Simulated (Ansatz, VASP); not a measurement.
# One calculation of BiTe, two programs

```
Bi Te
1.0
     0.00000    3.23500    3.23500
     3.23500    0.00000    3.23500
     3.23500    3.23500    0.00000
Bi Te
1 1
Direct
  0.00000 0.00000 0.00000
  0.50000 0.50000 0.50000
```

Alike in both runs: task single point; functional PBEsol; k mesh 6 × 6 × 6; occupations fermi-dirac, width 0.05 eV; no spin polarisation.

|  | VASP | Ansatz |
| --- | --- | --- |
| version | VASP 6.6.1 | Ansatz 0.2.0 |
| potentials or method | VASP PAW PBE potentials, release 64 (Bi_d, Te), cutoff 520 eV | all-electron PAW datasets made for the crystal |

```tsv
	VASP	Ansatz	Ansatz less VASP
gap on the k mesh at the Fermi level (eV)	none	none	-
pressure (GPa)	-1.6	-1.5	+0.04
```

VASP's potentials were made for PBE, not for PBEsol. A gap of «none» marks a metal or a gap that the smearing closes. Ansatz ran all-electron here, and VASP with PAW potentials.

Spin-orbit coupling is off throughout. Noted on Ansatz's run: the k mesh is thin for a metal, which can move the energy by tens of meV per atom.
